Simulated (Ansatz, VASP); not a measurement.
# Two plane-wave programs on ReOs

INCAR

```
PREC = Accurate
ENCUT = 520
EDIFF = 1E-8
ISMEAR = -1
SIGMA = 0.05
LREAL = F
LASPH = T
NELM = 60
ALGO = Normal
ISIF = 2
LWAVE = F
LCHARG = F
GGA = CA
LEFG = T
NBANDS = 14
```

KPOINTS

```
regular mesh
0
Gamma
  12 12 7
```

Contents of POSCAR:

```
ReOs
1.0
    2.7573303527      0.0000000000      0.0000000000
   -1.3786651764      2.3879181321      0.0000000000
    0.0000000000      0.0000000000      4.3824281800
Re Os
1 1
Direct
    0.5866666667      0.2933333333      0.4400000000
    0.0800000000      0.0400000000      0.0600000000
```

Input for Ansatz:

```yaml
crystal:
  lattice:
    - [2.7573303527, 0.0, 0.0]
    - [-1.3786651764, 2.3879181321, 0.0]
    - [0.0, 0.0, 4.38242818]
  atoms:
    - { symbol: Re, position: [0.5866666667, 0.2933333333, 0.44] }
    - { symbol: Os, position: [0.08, 0.04, 0.06] }
kpoints:
  mp_grid: { grid: [12, 12, 7] }
scf:
  occupations: { method: fermi_dirac, width: 0.05 }
hamiltonian:
  xc: lda
  pseudopotentials: { kind: paw }
output:
  forces: true
  stress: true
  eigenvalues: true
  efg: { contact_densities: true }
  populations: true
```

Change from the starting cell: shortest bond scaled by 0.76, PAW files.

Alike in both runs: task electric field gradients; functional LDA; k mesh 12 × 12 × 7; occupations fermi-dirac, width 0.05 eV; no spin polarisation.

|  | VASP | Ansatz |
| --- | --- | --- |
| version | VASP 6.6.1 | Ansatz 0.2.0 |
| potentials or method | VASP PAW LDA potentials, release 64 (Re, Os) | PAW with Ansatz's default frozen-core files, scalar-relativistic |
| plane-wave cutoff (eV) | 520 | 420 |
| valence electrons in the cell | 15 | 31 |

VASP gave:

| Quantity | Value |
| --- | --- |
| pressure (GPa) | 61.2 |
| traceless stress, the component that is largest in VASP (GPa) | 38.51 |
| rms of the force components (eV/Å) | 8.094 |
| size of Vzz on the site where it differs most (V/Å²) | 152.0 |

Which values does Ansatz return?

Pressure (GPa): 63.9; traceless stress, the component that is largest in VASP (GPa): 45.29; rms of the force components (eV/Å): 8.890; size of Vzz on the site where it differs most (V/Å²): 184.4.

LDA's correlation is that of Perdew and Zunger in VASP and of Perdew and Wang (1992) in Ansatz. Atom by atom the forces differ by 0.835 eV/Å (rms over components). Both programs put the cell under a high pressure, so it lies far from rest at this level. One of these differences is far larger than is usual between the two programs; its cause wasn't traced. VASP's potentials hold 15 valence electrons a cell and Ansatz's 31, so a difference there can come from the potentials and not from the codes.

Neither program's run includes spin-orbit coupling. Noted on VASP's run: the cell as given lies far from equilibrium.
